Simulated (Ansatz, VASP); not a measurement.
# Two plane-wave programs on Si2Ge3

INCAR

```
SYSTEM = Si2Ge3
PREC = Accurate ; ENCUT = 600
EDIFF = 1E-6 ; ISMEAR = 0
SIGMA = 0.1 ; LREAL = .FALSE.
LASPH = .TRUE. ; NELM = 80
ALGO = Normal ; ISIF = 3
LWAVE = .FALSE. ; LCHARG = .FALSE.
GGA = PE ; IBRION = 2
NSW = 90 ; EDIFFG = -0.04
```

The input KPOINTS:

```
Automatic mesh
0
G
  6 6 4
  0 0 0
```

File POSCAR:

```
Si2Ge3
1.0
    3.5949866900      0.0000000000      0.0000000000
    0.0000000000      3.5949866900      0.0000000000
    0.0000000000      0.0000000000      6.7715305700
Si Ge
2 3
Direct
    0.0000000000      0.0000000000      0.5000000000
    0.5000000000      0.5000000000      0.0000000000
    0.0000000000      0.0000000000      0.0000000000
    0.0000000000      0.5000000000      0.0000000000
    0.5000000000      0.0000000000      0.0000000000
```

Input for Ansatz:

```yaml
crystal:
  lattice:
    - [3.59498669, 0.0, 0.0]
    - [0.0, 3.59498669, 0.0]
    - [0.0, 0.0, 6.77153057]
  atoms:
    - { symbol: Si, position: [0.0, 0.0, 0.5] }
    - { symbol: Si, position: [0.5, 0.5, 0.0] }
    - { symbol: Ge, position: [0.0, 0.0, 0.0] }
    - { symbol: Ge, position: [0.0, 0.5, 0.0] }
    - { symbol: Ge, position: [0.5, 0.0, 0.0] }
basis:
  ecutwfc: 420
kpoints:
  mp_grid: { grid: [6, 6, 4] }
hamiltonian:
  xc: pbe
scf:
  occupations: { method: gaussian, width: 0.1 }
  lower_state_search: "off"
output:
  forces: true
  stress: true
  eigenvalues: true
relax:
  adjacent_minimum: "off"
  f_tol: 0.04
  max_steps: 70
  cell: { stress_tol: 0.4 }
```

Alike in both runs: task relaxation of cell and atoms; functional PBE; k mesh 6 × 6 × 4; occupations gaussian, width 0.1 eV; no spin polarisation.

```csv
,VASP,Ansatz
version,VASP 6.6.1,Ansatz 0.2.0
potentials or method,"VASP PAW PBE potentials, release 64 (Si, Ge_d), cutoff 600 eV","scalar-relativistic, plane waves, PAW"
valence electrons in the cell,50,50
```

```csv
,VASP,Ansatz,Ansatz less VASP
"gap on the k mesh at the Fermi level, each at its own relaxed structure (eV)",none,none,-
relaxed volume (Å³/atom),25.84,25.89,+0.047
relaxed cell length with the largest relative difference (Å),4.977,4.985,+0.0080
```

A gap of «none» marks a metal or a gap that the smearing closes.

Noted on VASP's run: the volume moved by over 15 % at a fixed basis, so the end points are rough.
